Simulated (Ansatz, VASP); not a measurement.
**WS2 in VASP and in Ansatz**

```xyz
3
Lattice="3.1016 0.0000 0.0000 -1.5508 2.6860 0.0000 0.0000 0.0000 16.1032" Properties=species:S:1:pos:R:3 pbc="T T T"
W     0.0000    1.7907    0.0000
S     1.5508    0.8953   14.6221
S     1.5508    0.8953    1.4811
```

Change from the starting cell: strain -0.025 along x and y, -0.050 along z, atoms carried along.

Alike in both runs: task single point; functional r2SCAN; k mesh 12 × 12 × 2; occupations gaussian, width 0.05 eV; no spin polarisation.

|  | VASP | Ansatz |
| --- | --- | --- |
| version | VASP 6.6.1 | Ansatz 0.2.0 |
| potentials or method | VASP PAW PBE potentials, release 64 (W_sv, S), cutoff 520 eV | scalar-relativistic, plane waves, PAW |
| valence electrons in the cell | 26 | 26 |

```tsv
	VASP	Ansatz	Ansatz less VASP
gap on the k mesh at the Fermi level (eV)	1.78	1.76	-0.020
least direct gap on the mesh (eV)	1.99	1.99	-0.003
rms of the force components (eV/Å)	1.233	1.220	-0.0128
```

VASP's potentials were made for PBE, not for r2SCAN. Atom by atom the forces differ by 0.013 eV/Å (rms over components). With one functional, cell and mesh, what is left measures potentials, basis and numerics. Ansatz's warnings: xc potential rough in thin density.

Neither program's run includes spin-orbit coupling.
